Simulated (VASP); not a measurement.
# ZnS (F-43m) in VASP: further runs

The runs below take ZnS through single point, relaxation of cell and atoms, with PBEsol.

All numbers are computed with VASP 6.6.1; they aren't measurements. Logs are shortened: lines on timing, memory, paths and dates and some standing lists are left out, and cuts for length are marked.

### Step 1. The cell of the first run

Symmetry: F-43m, No. 216, cubic system. Conventional cell: a = 5.404 Å, b = 5.404 Å, c = 5.404 Å, α = 90.00°, β = 90.00°, γ = 90.00°. Within 3.1 Å of Zn (site symmetry -43m) lie 4 S at 2.34 Å. Within 3.1 Å of S (site symmetry -43m) lie 4 Zn at 2.34 Å.

### Step 2. Single point, PBEsol

File INCAR:

```
ALGO = Normal
EDIFF = 1E-6
ENCUT = 500
GGA = PS
GGA_COMPAT = F
ISIF = 2
ISMEAR = 0
LASPH = T
LCHARG = F
LREAL = F
LWAVE = F
NBANDS = 16
NELM = 120
PREC = Accurate
SIGMA = 0.01
```

File KPOINTS:

```
k-points
0
Gamma
  8 8 8
```

File POSCAR:

```
ZnS
1.0
    2.7018131403      2.7018131403      0.0000000000
   -2.7018131403      2.7018131403      0.0000000000
    0.0000000000      2.7018131403      2.7018131403
Zn S
1 1
Direct
    0.7500000000      0.2500000000      0.5000000000
    0.0000000000      0.0000000000      0.0000000000
```

Potentials or basis: VASP PAW PBE potentials, release 64 (Zn, S).

Started as:

```console
> cat potpaw_PBE.64/Zn/POTCAR potpaw_PBE.64/S/POTCAR > POTCAR
> mpirun -np 1 vasp_std > vasp.out
```

OUTCAR:

```text
EDIFF = 1E-6
   ENCUT = 500
   GGA = PS
   ISIF = 2
   ISMEAR = 0
   LASPH = T
   LREAL = F
   NELM = 120
   PREC = Accurate

 ion  position               nearest neighbor table
   1  0.750  0.250  0.500-   2 2.34   2 2.34   2 2.34   2 2.34
   2  0.000  0.000  0.000-   1 2.34   1 2.34   1 2.34   1 2.34

  LATTYP: Found a face centered cubic cell.
 ALAT       =     5.4036262806

  Lattice vectors:

 A1 = (   0.0000000000,   2.7018131403,   2.7018131403)
 A2 = (   2.7018131403,   0.0000000000,   2.7018131403)
 A3 = (   2.7018131403,   2.7018131403,   0.0000000000)

Analysis of symmetry for initial positions (statically):
=====================================================================
 Subroutine PRICEL returns:
 Original cell was already a primitive cell.

 Routine SETGRP: Setting up the symmetry group for a
 face centered cubic supercell.

 Subroutine GETGRP returns: Found 24 space group operations
 (whereof 24 operations were pure point group operations)
 out of a pool of 48 trial point group operations.

The static configuration has the point symmetry T_d .

Analysis of symmetry for dynamics (positions and initial velocities):
=====================================================================
 Subroutine PRICEL returns:
 Original cell was already a primitive cell.

 Routine SETGRP: Setting up the symmetry group for a
 face centered cubic supercell.

 Subroutine GETGRP returns: Found 24 space group operations
 (whereof 24 operations were pure point group operations)
 out of a pool of 48 trial point group operations.

The dynamic configuration has the point symmetry T_d .

 Subroutine INISYM returns: Found 24 space group operations
 (whereof 24 operations are pure point group operations),
 and found     1 'primitive' translations

----------------------------------------------------------------------------------------

                                     Primitive cell

  volume of cell :      39.4454

  direct lattice vectors                    reciprocal lattice vectors
     2.701813140  2.701813140  0.000000000     0.185060911  0.185060911 -0.185060911
    -2.701813140  2.701813140  0.000000000    -0.185060911  0.185060911 -0.185060911
     0.000000000  2.701813140  2.701813140     0.000000000  0.000000000  0.370121821

  length of vectors
     3.820940786  3.820940786  3.820940786     0.320534900  0.320534900  0.370121821

  position of ions in fractional coordinates (direct lattice)
     0.750000000  0.250000000  0.500000000
     0.000000000  0.000000000  0.000000000

  ion indices of the primitive-cell ions
   primitive index   ion index
                 1           1
                 2           2

----------------------------------------------------------------------------------------

 KPOINTS: k-points

Automatic generation of k-mesh.
 Grid dimensions read from file:
 generate k-points for:    8    8    8

 Generating k-lattice:

  Cartesian coordinates                     Fractional coordinates (reciprocal lattice)
     0.023132614  0.023132614 -0.023132614     0.125000000  0.000000000  0.000000000
    -0.023132614  0.023132614 -0.023132614     0.000000000  0.125000000  0.000000000
     0.000000000  0.000000000  0.046265228     0.000000000  0.000000000  0.125000000

  Length of vectors
     0.040066862  0.040066862  0.046265228

  Shift w.r.t. Gamma in fractional coordinates (k-lattice)
     0.000000000  0.000000000  0.000000000

 Subroutine IBZKPT returns following result:
 ===========================================

 Found     29 irreducible k-points:

 Following reciprocal coordinates:
            Coordinates               Weight
  0.000000  0.000000  0.000000      1.000000
  0.125000  0.000000  0.000000      8.000000
  0.250000  0.000000  0.000000      8.000000
  0.375000  0.000000  0.000000      8.000000
  0.500000  0.000000  0.000000      4.000000
  0.125000  0.125000  0.000000     12.000000
[... 16 lines left out ...]
  0.375000  0.250000  0.125000     48.000000
  0.500000  0.250000  0.125000     24.000000
 [... further k-points ...]
   k-points           NKPTS =     29   k-points in BZ     NKDIM =     29   number of bands    NBANDS=     16
   number of dos      NEDOS =    301   number of ions     NIONS =      2
   total plane-waves  NPLWV =  21952
   dimension x,y,z NGX =    28 NGY =   28 NGZ =   28
   dimension x,y,z NGXF=    56 NGYF=   56 NGZF=   56
   ions per type =               1   1
   NGX,Y,Z   is equivalent  to a cutoff of  12.18, 12.18, 12.18 a.u.
   NGXF,Y,Z  is equivalent  to a cutoff of  24.37, 24.37, 24.37 a.u.
 SYSTEM =  unknown system
   PREC   = accura    normal or accurate (medium, high low for compatibility)
   ISTART =      0    job   : 0-new  1-cont  2-samecut
   ICHARG =      2    charge: 1-file 2-atom 10-const
   ISPIN  =      1    spin polarized calculation?
   LNONCOLLINEAR =      F non collinear calculations
   LSORBIT =      F    spin-orbit coupling
   LASPH  =      T    aspherical Exc in radial PAW
   ENCUT  =  500.0 eV  36.75 Ry    6.06 a.u.   6.97  6.97  6.97*2*pi/ulx,y,z
   NELM   =    120;   NELMIN=  2; NELMDL= -5     # of ELM steps
   EDIFF  = 0.1E-05   stopping-criterion for ELM
   LREAL  =      F    real-space projection
   EDIFFG = 0.1E-04   stopping-criterion for IOM
   NSW    =      0    number of steps for IOM
   IBRION =     -1    ionic relax: 0-MD 1-quasi-New 2-CG
   NFREE  =      0    steps in history (QN), initial steepest desc. (CG)
   ISIF   =      2    stress and relaxation
   ISYM   =      2    0-nonsym 1-usesym 2-fastsym
   POTIM  = 0.5000    time-step for ionic-motion
   TEBEG  =    0.0;   TEEND  =   0.0 temperature during run
   PSTRESS=    0.0 pullay stress
   NELECT =      18.0000    total number of electrons
   NUPDOWN=      -1.0000    fix difference up-down
   EMIN   =  10.00;   EMAX   =-10.00  energy-range for DOS
   EFERMI =   0.00;   METHOD = LEGACY
   ISMEAR =     0;   SIGMA  =   0.01  broadening in eV -4-tet -1-fermi 0-gaus
   EFERMI_NEDOS =   21; number of points for ismear=-14 and -15
   IALGO  =     38    algorithm
   IMIX   =      4    mixing-type and parameters
     AMIX     =   0.40;   BMIX     =  1.00
     AMIX_MAG =   1.60;   BMIX_MAG =  1.00
  volume/ion in A,a.u.               =      19.72       133.10
  Fermi-wavevector in a.u.,A,eV,Ry     =   1.260377  2.381767 21.613526  1.588549
  Thomas-Fermi vector in A             =   2.393889
   LORBIT       =      0    0 simple, 1 ext, 2 COOP (PROOUT), +10 PAW based schemes
   GGA     = PS    functional components
   LHFCALC =     F    Hartree Fock is set to
   AEXX    =    0.0000 exact exchange contribution
   IVDW    =     0    specifies the selected vdW correction
   LEPSILON=     F    determine dielectric tensor
   LRPA    =     F    only Hartree local field effects (RPA)
 non-spin polarized calculation
 Gauss-broadening in eV      SIGMA  =   0.01
  energy-cutoff  :      500.00
  volume of cell :       39.45
 maximum number of plane-waves:      1018
   NGX = 13   NGY = 13   NGZ = 13

 number of electron      18.0000000 magnetization

 Free energy of the ion-electron system (eV)
  ---------------------------------------------------
  ext. energy  EPLUGINS =         0.00000000
  ---------------------------------------------------
  free energy    TOTEN  =        -7.58343435 eV

  energy without entropy =       -7.58343435  energy(sigma->0) =       -7.58343435

 E-fermi :   2.0986     XC(G=0):  -9.8509

 val. band max:        2.0153021284   @ k =   0.0000   0.0000   0.0000
 cond. band min:       3.9936972823   @ k =   0.0000   0.0000   0.0000
 fundamental gap:      1.9783951539
 Fermi energy:         2.0986104089

 k-point     1 :       0.0000    0.0000    0.0000
  band No.  band energies     occupation
      1     -11.1412      2.00000
      2      -4.3570      2.00000
      3      -4.3570      2.00000
      4      -4.3570      2.00000
      5      -3.8575      2.00000
      6      -3.8575      2.00000
[... 8 lines left out ...]
     15      13.7506      0.00000
     16      13.7506      0.00000

 k-point     2 :       0.1250    0.0000    0.0000
  band No.  band energies     occupation
      1     -11.0225      2.00000
      2      -4.3575      2.00000
      3      -4.3359      2.00000
      4      -4.3359      2.00000
      5      -3.8593      2.00000
      6      -3.8593      2.00000
[... 8 lines left out ...]
     15      13.1225      0.00000
     16      14.4554      0.00000

 k-point     3 :       0.2500    0.0000    0.0000
  band No.  band energies     occupation
      1     -10.7120      2.00000
      2      -4.3148      2.00000
      3      -4.2897      2.00000
      4      -4.2897      2.00000
      5      -3.8562      2.00000
      6      -3.8562      2.00000
[... 8 lines left out ...]
     15      12.9115      0.00000
     16      13.9897      0.00000

 k-point     4 :       0.3750    0.0000    0.0000
  band No.  band energies     occupation
      1     -10.3583      2.00000
      2      -4.2534      2.00000
      3      -4.2534      2.00000
      4      -4.1023      2.00000
      5      -3.8392      2.00000
      6      -3.8392      2.00000
[... 8 lines left out ...]
     15      14.0339      0.00000
     16      14.0339      0.00000

 k-point     5 :       0.5000    0.0000    0.0000
  band No.  band energies     occupation
      1     -10.1953      2.00000
      2      -4.2421      2.00000
      3      -4.2421      2.00000
      4      -3.8271      2.00000
      5      -3.8271      2.00000
      6      -3.6560      2.00000
[... 8 lines left out ...]
     15      15.4026      0.00000
     16      15.4027      0.00000

 k-point     6 :       0.1250    0.1250    0.0000
  band No.  band energies     occupation
      1     -10.8392      2.00000
      2      -4.3533      2.00000
      3      -4.3097      2.00000
      4      -4.2929      2.00000
      5      -3.8735      2.00000
      6      -3.8458      2.00000
[... 8 lines left out ...]
     15      13.3030      0.00000
     16      15.5599      0.00000

 k-point     7 :       0.2500    0.1250    0.0000
  band No.  band energies     occupation
      1     -10.5091      2.00000
      2      -4.2739      2.00000
      3      -4.2598      2.00000
      4      -4.2401      2.00000
      5      -3.8735      2.00000
      6      -3.8270      2.00000
[... 8 lines left out ...]
     15      14.2741      0.00000
     16      15.2113      0.00000

 k-point     8 :       0.3750    0.1250    0.0000
  band No.  band energies     occupation
      1     -10.2094      2.00000
      2      -4.2404      2.00000
      3      -4.2220      2.00000
      4      -3.9726      2.00000
      5      -3.8488      2.00000
      6      -3.7881      2.00000
[... 8 lines left out ...]
     15      14.4709      0.00000
     16      15.8505      0.00000

 k-point     9 :       0.5000    0.1250    0.0000
  band No.  band energies     occupation
      1     -10.1547      2.00000
      2      -4.2454      2.00000
      3      -4.2104      2.00000
      4      -3.9180      2.00000
      5      -3.8241      2.00000
      6      -3.6989      2.00000
[... 8 lines left out ...]
     15      15.3637      0.00000
     16      15.4216      0.00000
[... 172 lines left out ...]
 k-point    19 :       0.5000    0.3750    0.0000
  band No.  band energies     occupation
      1      -9.9306      2.00000
      2      -4.3568      2.00000
      3      -4.0467      2.00000
      4      -4.0280      2.00000
      5      -3.7946      2.00000
      6      -3.6652      2.00000
[... 8 lines left out ...]
     15      15.7102      0.00000
     16      16.7849      0.00000

 k-point    20 :      -0.3750    0.3750    0.0000
  band No.  band energies     occupation
      1     -10.0954      2.00000
      2      -4.4095      2.00000
      3      -4.0779      2.00000
      4      -4.0778      2.00000
      5      -3.8245      2.00000
      6      -3.7926      2.00000
[... 8 lines left out ...]
     15      15.3106      0.00000
     16      18.3078      0.00000

 k-point    21 :       0.5000    0.5000    0.0000
  band No.  band energies     occupation
      1      -9.8773      2.00000
      2      -4.3971      2.00000
      3      -4.0129      2.00000
      4      -4.0129      2.00000
      5      -3.7814      2.00000
      6      -3.6423      2.00000
[... 8 lines left out ...]
     15      15.7476      0.00000
     16      16.5130      0.00000

 k-point    22 :       0.2500    0.2500    0.1250
  band No.  band energies     occupation
      1     -10.4684      2.00000
      2      -4.3406      2.00000
      3      -4.2251      2.00000
      4      -4.1984      2.00000
      5      -3.8810      2.00000
      6      -3.8192      2.00000
[... 8 lines left out ...]
     15      14.7520      0.00000
     16      16.9431      0.00000

 k-point    23 :       0.3750    0.2500    0.1250
  band No.  band energies     occupation
      1     -10.1726      2.00000
      2      -4.2490      2.00000
      3      -4.1949      2.00000
      4      -4.0565      2.00000
      5      -3.8404      2.00000
      6      -3.7853      2.00000
[... 8 lines left out ...]
     15      15.6784      0.00000
     16      16.2919      0.00000

 k-point    24 :       0.5000    0.2500    0.1250
  band No.  band energies     occupation
      1     -10.0398      2.00000
      2      -4.2317      2.00000
      3      -4.1728      2.00000
      4      -3.9149      2.00000
      5      -3.8454      2.00000
      6      -3.5861      2.00000
[... 8 lines left out ...]
     15      15.3688      0.00000
     16      16.2292      0.00000

 [... further k-points ...]

------------------------ aborting loop because EDIFF is reached ----------------------------------------

  FORCE on cell =-STRESS in cart. coord.  units (eV):
  Direction    XX          YY          ZZ          XY          YZ          ZX
  --------------------------------------------------------------------------------------
  -------------------------------------------------------------------------------------
  Total       -0.4384335     -0.4384335     -0.4384335      0.0000000      0.0000000     -0.0000000
  in kB      -17.8081342    -17.8081342    -17.8081342      0.0000000      0.0000000     -0.0000000
  external PRESSURE =     -17.8081342 kB  Pullay stress =       0.0000000 kB

 VOLUME and BASIS-vectors are now :
 -----------------------------------------------------------------------------
  energy-cutoff  :      500.00
  volume of cell :       39.45
      direct lattice vectors                 reciprocal lattice vectors
     2.701813140  2.701813140  0.000000000     0.185060911  0.185060911 -0.185060911
    -2.701813140  2.701813140  0.000000000    -0.185060911  0.185060911 -0.185060911
     0.000000000  2.701813140  2.701813140     0.000000000  0.000000000  0.370121821

 POSITION                                       TOTAL-FORCE (eV/Angst)
 -----------------------------------------------------------------------------------
      1.35091      4.05272      1.35091        -0.000000      0.000000      0.000000
      0.00000      0.00000      0.00000         0.000000      0.000000     -0.000000
 -----------------------------------------------------------------------------------
    total drift:                               -0.000000      0.000000     -0.000000

  FREE ENERGIE OF THE ION-ELECTRON SYSTEM (eV)
  ---------------------------------------------------
  free  energy   TOTEN  =        -7.5834343466 eV

  energy  without entropy=       -7.5834343466  energy(sigma->0) =       -7.58343435
```

Wall time 32 s (1 thread of Intel Xeon 8259CL, shared host); peak memory 0.16 GiB.

What came out:

| Quantity | Value |
| --- | --- |
| Free energy | -7.5834 eV |
| Pressure | -1.8 GPa |
| Band gap on the k mesh | 1.98 eV |

Levels at points of the mesh, in eV from the valence-band top:
```csv
k point,band 7,band 8,band 9,band 10,band 11,band 12
"(0.00, 0.00, 0.00)",0.00,0.00,0.00,1.98,6.31,6.31
"(0.50, 0.00, 0.00)",-5.36,-0.88,-0.88,3.19,6.83,6.83
"(0.50, 0.50, 0.00)",-4.61,-2.25,-2.25,3.24,3.97,10.83
```

Caveat: the PAW data sets were made with another functional, which shifts forces and pressure a little.

### Step 3. Relaxation of cell and atoms, PBEsol, target pressure -2 GPa, at which the enthalpy is minimised

This run uses another cell than the first one, of 19.20 Å³/atom.

File INCAR:

```
PREC     = Accurate       # precision mode
ENCUT    = 500            # plane-wave cutoff, eV
EDIFF    = 1E-7           # SCF threshold, eV
ISMEAR   = 0              # smearing method
SIGMA    = 0.01           # smearing width, eV
LREAL    = False          # projectors in reciprocal space
LASPH    = True           # aspherical terms in the spheres
NELM     = 120            # most SCF steps
ALGO     = Normal         # electronic algorithm
ISIF     = 3              # what is computed and relaxed
LWAVE    = False          # write WAVECAR
LCHARG   = False          # write CHGCAR
GGA      = PS             # functional
IBRION   = 2              # ionic algorithm
NSW      = 100            # ionic steps
EDIFFG   = -0.002         # ionic threshold
PSTRESS  = -20.0        
GGA_COMPAT= False        
NELMIN   = 4
```

File KPOINTS:

```
regular mesh
0
Gamma
  8 8 8
```

File POSCAR:

```
ZnS
1.0
    2.6777696014      2.6777696014      0.0000000000
   -2.6777696014      2.6777696014      0.0000000000
    0.0000000000      2.6777696014      2.6777696014
Zn S
1 1
Direct
    0.7500000000      0.2500000000      0.5000000000
    0.0000000000      0.0000000000      0.0000000000
```

Potentials or basis: VASP PAW PBE potentials, release 64 (Zn, S).

Started as:

```console
> cat potpaw_PBE.64/Zn/POTCAR potpaw_PBE.64/S/POTCAR > POTCAR
> mpirun -np 1 vasp_std > vasp.out
```

Wall time 65 s (1 thread of Intel Xeon 8259CL, shared host); peak memory 0.16 GiB.

Results (log left out):

- Free energy: -7.5818 eV
- Relaxed volume: 19.78 Å³/atom
- Relaxed cell: a = 3.825 Å, b = 3.825 Å, c = 3.825 Å, α = 60.00°, β = 60.00°, γ = 90.00°
- Space group after relaxing (to 0.1 Å): F-43m (No. 216)
- Energy change on relaxing (the run minimises the enthalpy): +3.3 meV/atom
- Ionic steps: 3
- Pressure after relaxing: -2.0 GPa
- Band gap on the k mesh: 1.97 eV

Step by step:
| step | energy change (eV) | largest force (eV/Å) | pressure (GPa) | volume (Å³) |
| --- | --- | --- | --- | --- |
| 1 | 0.0000 | 0.0000 | 0.24 | 38.40 |
| 2 | 0.0117 | 0.0000 | -2.61 | 39.91 |
| 3 | 0.0066 | 0.0000 | -2.00 | 39.56 |

Final structure:
```
CELL_PARAMETERS angstrom
2.70437 2.70437 0.00000
-2.70437 2.70437 0.00000
0.00000 2.70437 2.70437
ATOMIC_POSITIONS crystal
Zn 0.75000 0.25000 0.50000
S 0.00000 0.00000 0.00000
```

Levels at points of the mesh, in eV from the valence-band top:
```
           k point  band 7  band 8  band 9  band 10  band 11  band 12
(0.00, 0.00, 0.00)    0.00    0.00    0.00     1.97     6.31     6.31
(0.50, 0.00, 0.00)   -5.35   -0.87   -0.87     3.19     6.83     6.83
(0.50, 0.50, 0.00)   -4.60   -2.24   -2.24     3.24     3.97    10.81
```

Caveat: the cell is relaxed towards a set pressure, so the run minimises the enthalpy, not the energy; the PAW data sets were made with another functional, which shifts forces and pressure a little.
